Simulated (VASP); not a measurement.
# Ge (P6_3/mmc) in VASP: a series of runs, part 2 of 3

VASP 6.6.1. Earlier steps stand in the parts before.

### Step 3. Single point, r2SCAN

This run uses another cell than the first one, of 21.12 Å³/atom, 1.028 times its volume.

File POSCAR:

```
Ge
1.0
    3.8950382457      0.0000000000      0.0000000000
   -1.9475191228      3.3732020404      0.0000000000
    0.0000000000      0.0000000000      6.4300879850
Ge
4
Direct
    0.6666666667      0.3333333333      0.0629010000
    0.3333333333      0.6666666667      0.5629010000
    0.6666666667      0.3333333333      0.4370990000
    0.3333333333      0.6666666667      0.9370990000
```

File INCAR.step1:

```
ALGO = Normal
EDIFF = 1E-4
ENCUT = 520
GGA = PE
ISMEAR = 1
LASPH = True
LCHARG = False
LREAL = False
LWAVE = True
NBANDS = 36
NELM = 80
PREC = Accurate
SIGMA = 0.15
```

File INCAR.step2:

```
ALGO = Normal
EDIFF = 1E-6
ENCUT = 520
ISIF = 2
ISMEAR = 1
ISTART = 1
LASPH = True
LCHARG = True
LELF = True
LMIXTAU = True
LREAL = False
LVHAR = True
LWAVE = False
METAGGA = R2SCAN
NBANDS = 36
NELM = 80
PREC = Accurate
SIGMA = 0.15
```

File KPOINTS:

```
k-points
0
Gamma
  7 7 4
```

Potentials or basis: VASP PAW PBE potentials, release 64 (Ge_d).

The run is started by

```console
$ cat potpaw_PBE.64/Ge_d/POTCAR > POTCAR
$ cp INCAR.step1 INCAR
$ mpirun -np 1 vasp_std > vasp.out
$ cp INCAR.step2 INCAR
$ mpirun -np 1 vasp_std > vasp.out
```

OUTCAR:

```text
EDIFF = 1E-6
   ENCUT = 520
   ISIF = 2
   ISMEAR = 1
   ISTART = 1
   LASPH = True
   LREAL = False
   METAGGA = R2SCAN
   NELM = 80
   PREC = Accurate

 ion  position               nearest neighbor table
   1  0.667  0.333  0.063-   4 2.39   4 2.39   4 2.39   3 2.41
   2  0.333  0.667  0.563-   3 2.39   3 2.39   3 2.39   4 2.41
   3  0.667  0.333  0.437-   2 2.39   2 2.39   2 2.39   1 2.41
   4  0.333  0.667  0.937-   1 2.39   1 2.39   1 2.39   2 2.41

  LATTYP: Found a hexagonal cell.
 ALAT       =     3.8950382457
 C/A-ratio  =     1.6508407824

  Lattice vectors:

 A1 = (   3.8950382457,   0.0000000000,   0.0000000000)
 A2 = (  -1.9475191228,   3.3732020404,   0.0000000000)
 A3 = (   0.0000000000,   0.0000000000,   6.4300879850)

Analysis of symmetry for initial positions (statically):
=====================================================================
 Subroutine PRICEL returns:
 Original cell was already a primitive cell.

 Routine SETGRP: Setting up the symmetry group for a
 hexagonal supercell.

 Subroutine GETGRP returns: Found 24 space group operations
 (whereof 12 operations were pure point group operations)
 out of a pool of 24 trial point group operations.

The static configuration has the point symmetry D_3d.
 The point group associated with its full space group is D_6h.

Analysis of symmetry for dynamics (positions and initial velocities):
=====================================================================
 Subroutine PRICEL returns:
 Original cell was already a primitive cell.

 Routine SETGRP: Setting up the symmetry group for a
 hexagonal supercell.

 Subroutine GETGRP returns: Found 24 space group operations
 (whereof 12 operations were pure point group operations)
 out of a pool of 24 trial point group operations.

The dynamic configuration has the point symmetry D_3d.
[... 119 lines left out ...]
   EFERMI_NEDOS =   21; number of points for ismear=-14 and -15
   IALGO  =     38    algorithm
   IMIX   =      4    mixing-type and parameters
     AMIX     =   0.40;   BMIX     =  1.00
     AMIX_MAG =   1.60;   BMIX_MAG =  1.00
  volume/ion in A,a.u.               =      21.12       142.53
  Fermi-wavevector in a.u.,A,eV,Ry     =   1.427405  2.697404 27.721662  2.037485
  Thomas-Fermi vector in A             =   2.547578
   LORBIT       =      0    0 simple, 1 ext, 2 COOP (PROOUT), +10 PAW based schemes
   METAGGA = R2SCAN    functional components
   LHFCALC =     F    Hartree Fock is set to
   AEXX    =    0.0000 exact exchange contribution
   IVDW    =     0    specifies the selected vdW correction
   LEPSILON=     F    determine dielectric tensor
   LRPA    =     F    only Hartree local field effects (RPA)
 non-spin polarized calculation
 Methfessel and Paxton  Order N= 1 SIGMA  =   0.15
  energy-cutoff  :      520.00
  volume of cell :       84.48
 maximum number of plane-waves:      2289
 NGX is ok and might be reduce to    30
   NGX = 15   NGY = 15   NGZ = 23

 number of electron      55.9999935 magnetization

 Free energy of the ion-electron system (eV)
  ---------------------------------------------------
  ext. energy  EPLUGINS =         0.00000000
  ---------------------------------------------------
  free energy    TOTEN  =       -55.26654336 eV

  energy without entropy =      -55.26675869  energy(sigma->0) =      -55.26661514

 E-fermi :   5.8512     XC(G=0): -11.1817

 val. band max:        5.7162098761   @ k =   0.0000   0.0000   0.0000
 cond. band min:       5.9904982086   @ k =   0.0000   0.0000   0.0000
 fundamental gap:      0.2742883325
 Fermi energy:         5.8512192136

 k-point     1 :       0.0000    0.0000    0.0000
  band No.  band energies     occupation
      1     -20.1437      2.00000
      2     -20.1437      2.00000
      3     -20.0966      2.00000
      4     -20.0940      2.00000
      5     -20.0940      2.00000
      6     -20.0814      2.00000
[... 925 lines left out ...]
     35      12.3418      0.00000
     36      12.3418      0.00000

------------------------ aborting loop because EDIFF is reached ----------------------------------------

  FORCE on cell =-STRESS in cart. coord.  units (eV):
  Direction    XX          YY          ZZ          XY          YZ          ZX
  --------------------------------------------------------------------------------------
  -------------------------------------------------------------------------------------
  Total        3.5339040      3.5339039      3.5534166      0.0000000      0.0000000      0.0000000
  in kB       67.0184427     67.0184415     67.3884887      0.0000000      0.0000000      0.0000000
  external PRESSURE =      67.1417910 kB  Pullay stress =       0.0000000 kB

 VOLUME and BASIS-vectors are now :
 -----------------------------------------------------------------------------
  energy-cutoff  :      520.00
  volume of cell :       84.48
      direct lattice vectors                 reciprocal lattice vectors
     3.895038246  0.000000000  0.000000000     0.256736889  0.148227113  0.000000000
    -1.947519123  3.373202040  0.000000000     0.000000000  0.296454226  0.000000000
     0.000000000  0.000000000  6.430087985     0.000000000  0.000000000  0.155518867

 POSITION                                       TOTAL-FORCE (eV/Angst)
 -----------------------------------------------------------------------------------
      1.94752      1.12440      0.40446        -0.000000      0.000000      0.046957
     -0.00000      2.24880      3.61950         0.000000      0.000000      0.046957
      1.94752      1.12440      2.81059        -0.000000      0.000000     -0.046957
     -0.00000      2.24880      6.02563         0.000000     -0.000000     -0.046957
 -----------------------------------------------------------------------------------
    total drift:                               -0.000000      0.000000      0.000000

  FREE ENERGIE OF THE ION-ELECTRON SYSTEM (eV)
  ---------------------------------------------------
  free  energy   TOTEN  =       -55.2665433630 eV

  energy  without entropy=      -55.2667586852  energy(sigma->0) =      -55.26661514
```

OUTCAR.step1:

```text
EDIFF = 1E-4
   ENCUT = 520
   GGA = PE
   ISMEAR = 1
[... 1165 lines left out ...]
      1.94752      1.12440      0.40446         0.000000      0.000000      0.037427
     -0.00000      2.24880      3.61950        -0.000000     -0.000000      0.037427
      1.94752      1.12440      2.81059         0.000000     -0.000000     -0.037427
     -0.00000      2.24880      6.02563        -0.000000     -0.000000     -0.037427
 -----------------------------------------------------------------------------------
    total drift:                               -0.000000      0.000000      0.000000

  FREE ENERGIE OF THE ION-ELECTRON SYSTEM (eV)
  ---------------------------------------------------
  free  energy   TOTEN  =       -17.6917321864 eV

  energy  without entropy=      -17.6917809600  energy(sigma->0) =      -17.69174844
```

OSZICAR.step1:

```text
N       E                     dE             d eps       ncg     rms          rms(c)
DAV:   1     0.502857616651E+03    0.50286E+03   -0.28141E+04  2092   0.442E+03
DAV:   2     0.695750665134E+02   -0.43328E+03   -0.42143E+03  1728   0.842E+02
DAV:   3    -0.131251746825E+02   -0.82700E+02   -0.81681E+02  1892   0.210E+02
DAV:   4    -0.178258394571E+02   -0.47007E+01   -0.46853E+01  2016   0.583E+01
DAV:   5    -0.179189846513E+02   -0.93145E-01   -0.93124E-01  1948   0.922E+00    0.501E+00
DAV:   6    -0.177668505907E+02    0.15213E+00   -0.73980E-02  1916   0.190E+00    0.295E+00
DAV:   7    -0.176873136326E+02    0.79537E-01   -0.12777E-01  1900   0.231E+00    0.203E-01
DAV:   8    -0.176909537071E+02   -0.36401E-02   -0.13154E-02  1896   0.930E-01    0.876E-02
DAV:   9    -0.176917139857E+02   -0.76028E-03   -0.86796E-04  1496   0.130E-01    0.203E-02
DAV:  10    -0.176917321864E+02   -0.18201E-04   -0.46286E-05  1396   0.775E-02
   1 F= -.17691732E+02 E0= -.17691748E+02  d E =0.487736E-04
```

Run time: 1.8 min. Hardware: 1 thread of Intel Xeon 6975P-C (Granite Rapids), shared host; peak memory 0.22 GiB.

Results:

```yaml
Free_energy: -55.2665 eV
Pressure: 6.7 GPa
Largest_force: 0.047 eV/Å
Band_gap_on_the_k_mesh: 0.27 eV, direct
```

Forces on the atoms (eV/Å):
```
Ge   0.000  0.000  0.047
Ge   0.000  0.000  0.047
Ge   0.000  0.000 -0.047
Ge   0.000  0.000 -0.047
```

Caveat: the PAW data sets were made with another functional, which shifts forces and pressure a little.

### Step 4. Single point, r2SCAN

This run uses another cell than the first one, of 21.69 Å³/atom, 1.056 times its volume.

File POSCAR:

```
Ge
1.0
    3.9298172131      0.0000000000      0.0000000000
   -1.9649086066      3.4033215095      0.0000000000
    0.0000000000      0.0000000000      6.4875025229
Ge
4
Direct
    0.6666666667      0.3333333333      0.0629010000
    0.3333333333      0.6666666667      0.5629010000
    0.6666666667      0.3333333333      0.4370990000
    0.3333333333      0.6666666667      0.9370990000
```

File INCAR.step1:

```
SYSTEM = Ge
ALGO     = Normal         ! electronic algorithm
EDIFF    = 1E-4           ! SCF threshold, eV
ENCUT    = 520            ! plane-wave cutoff, eV
GGA      = PE             ! functional
ISMEAR   = 1              ! smearing method
LASPH    = .TRUE.         ! aspherical terms in the spheres
LCHARG   = .FALSE.        ! write CHGCAR
LREAL    = .FALSE.        ! projectors in reciprocal space
LWAVE    = .TRUE.         ! write WAVECAR
NBANDS   = 36             ! bands
NELM     = 80             ! most SCF steps
PREC     = Accurate       ! precision mode
SIGMA    = 0.15           ! smearing width, eV
```

File INCAR.step2:

```
SYSTEM = Ge
ALGO     = Normal         ! electronic algorithm
EDIFF    = 1E-6           ! SCF threshold, eV
ENCUT    = 520            ! plane-wave cutoff, eV
ISIF     = 2              ! what is computed and relaxed
ISMEAR   = 1              ! smearing method
ISTART   = 1            
LASPH    = .TRUE.         ! aspherical terms in the spheres
LCHARG   = .FALSE.        ! write CHGCAR
LMIXTAU  = .TRUE.       
LREAL    = .FALSE.        ! projectors in reciprocal space
LWAVE    = .FALSE.        ! write WAVECAR
METAGGA  = R2SCAN         ! meta-GGA
NBANDS   = 36             ! bands
NELM     = 80             ! most SCF steps
PREC     = Accurate       ! precision mode
SIGMA    = 0.15           ! smearing width, eV
```

File KPOINTS:

```
k-points
0
G
  7 7 4
  0 0 0
```

Potentials or basis: VASP PAW PBE potentials, release 64 (Ge_d).

The run is started by

```console
$ cat potpaw_PBE.64/Ge_d/POTCAR > POTCAR
$ cp INCAR.step1 INCAR
$ mpirun -np 1 vasp_std > vasp.out
$ cp INCAR.step2 INCAR
$ mpirun -np 1 vasp_std > vasp.out
```

OUTCAR:

```text
SYSTEM = Ge
   EDIFF = 1E-6
   ENCUT = 520
   ISIF = 2
   ISMEAR = 1
   ISTART = 1
   LASPH = .TRUE.
   LREAL = .FALSE.
   METAGGA = R2SCAN
   NELM = 80
   PREC = Accurate

 ion  position               nearest neighbor table
   1  0.667  0.333  0.063-   4 2.41   4 2.41   4 2.41   3 2.43
   2  0.333  0.667  0.563-   3 2.41   3 2.41   3 2.41   4 2.43
   3  0.667  0.333  0.437-   2 2.41   2 2.41   2 2.41   1 2.43
   4  0.333  0.667  0.937-   1 2.41   1 2.41   1 2.41   2 2.43

  LATTYP: Found a hexagonal cell.
 ALAT       =     3.9298172131
 C/A-ratio  =     1.6508407824

  Lattice vectors:

 A1 = (   3.9298172131,   0.0000000000,   0.0000000000)
 A2 = (  -1.9649086066,   3.4033215095,   0.0000000000)
 A3 = (   0.0000000000,   0.0000000000,   6.4875025229)

Analysis of symmetry for initial positions (statically):
=====================================================================
 Subroutine PRICEL returns:
 Original cell was already a primitive cell.

 Routine SETGRP: Setting up the symmetry group for a
 hexagonal supercell.

 Subroutine GETGRP returns: Found 24 space group operations
[... 169 lines left out ...]
  energy without entropy =      -55.34419760  energy(sigma->0) =      -55.34417248

 E-fermi :   5.5373     XC(G=0): -11.0393

 val. band max:        5.4276795645   @ k =   0.0000   0.0000   0.0000
 cond. band min:       5.6289564637   @ k =   0.0000   0.0000   0.0000
 fundamental gap:      0.2012768992
 Fermi energy:         5.5373087404

 k-point     1 :       0.0000    0.0000    0.0000
  band No.  band energies     occupation
      1     -20.3714      2.00000
      2     -20.3714      2.00000
      3     -20.3275      2.00000
      4     -20.3251      2.00000
      5     -20.3251      2.00000
      6     -20.3130      2.00000
[... 925 lines left out ...]
     35      11.9698      0.00000
     36      11.9698      0.00000

------------------------ aborting loop because EDIFF is reached ----------------------------------------

  FORCE on cell =-STRESS in cart. coord.  units (eV):
  Direction    XX          YY          ZZ          XY          YZ          ZX
  --------------------------------------------------------------------------------------
  -------------------------------------------------------------------------------------
  Total        2.2113742      2.2113742      2.2061519     -0.0000000     -0.0000000      0.0000000
  in kB       40.8338151     40.8338144     40.7373834     -0.0000000     -0.0000000      0.0000000
  external PRESSURE =      40.8016710 kB  Pullay stress =       0.0000000 kB

 VOLUME and BASIS-vectors are now :
 -----------------------------------------------------------------------------
  energy-cutoff  :      520.00
  volume of cell :       86.77
      direct lattice vectors                 reciprocal lattice vectors
     3.929817213  0.000000000  0.000000000     0.254464762  0.146915300  0.000000000
    -1.964908607  3.403321510  0.000000000     0.000000000  0.293830600  0.000000000
     0.000000000  0.000000000  6.487502523     0.000000000  0.000000000  0.154142522

 POSITION                                       TOTAL-FORCE (eV/Angst)
 -----------------------------------------------------------------------------------
      1.96491      1.13444      0.40807         0.000000     -0.000000      0.031166
     -0.00000      2.26888      3.65182         0.000000      0.000000      0.031166
      1.96491      1.13444      2.83568        -0.000000     -0.000000     -0.031166
     -0.00000      2.26888      6.07943         0.000000      0.000000     -0.031166
 -----------------------------------------------------------------------------------
    total drift:                               -0.000000      0.000000      0.000000

  FREE ENERGIE OF THE ION-ELECTRON SYSTEM (eV)
  ---------------------------------------------------
  free  energy   TOTEN  =       -55.3441599227 eV

  energy  without entropy=      -55.3441976048  energy(sigma->0) =      -55.34417248
```

OSZICAR.step1:

```text
N       E                     dE             d eps       ncg     rms          rms(c)
DAV:   1     0.486612237045E+03    0.48661E+03   -0.28125E+04  2032   0.432E+03
DAV:   2     0.660618937871E+02   -0.42055E+03   -0.40983E+03  1728   0.794E+02
DAV:   3    -0.135824967105E+02   -0.79644E+02   -0.78557E+02  1860   0.205E+02
DAV:   4    -0.179310883319E+02   -0.43486E+01   -0.43313E+01  2024   0.565E+01
DAV:   5    -0.180183815337E+02   -0.87293E-01   -0.87258E-01  1972   0.871E+00    0.483E+00
DAV:   6    -0.178794500626E+02    0.13893E+00   -0.68816E-02  1884   0.190E+00    0.285E+00
DAV:   7    -0.178059328819E+02    0.73517E-01   -0.11953E-01  1932   0.228E+00    0.200E-01
DAV:   8    -0.178095129670E+02   -0.35801E-02   -0.12911E-02  1912   0.955E-01    0.873E-02
DAV:   9    -0.178103072835E+02   -0.79432E-03   -0.88131E-04  1488   0.130E-01    0.207E-02
DAV:  10    -0.178103327180E+02   -0.25435E-04   -0.56049E-05  1412   0.840E-02
   1 F= -.17810333E+02 E0= -.17810257E+02  d E =-.227899E-03
```

Run time: 1.8 min. Hardware: 1 thread of Intel Xeon 6975P-C (Granite Rapids), shared host; peak memory 0.22 GiB.

Results:

```
Free energy            : -55.3442 eV
Pressure               : 4.1 GPa
Largest force          : 0.031 eV/Å
Band gap on the k mesh : 0.20 eV, direct
```

Forces on the atoms (eV/Å):
```
Ge   0.000  0.000  0.031
Ge   0.000  0.000  0.031
Ge   0.000  0.000 -0.031
Ge   0.000  0.000 -0.031
```

Caveat: the PAW data sets were made with another functional, which shifts forces and pressure a little. A k mesh can miss the band edges.

(Continued in part 3 of 3.)
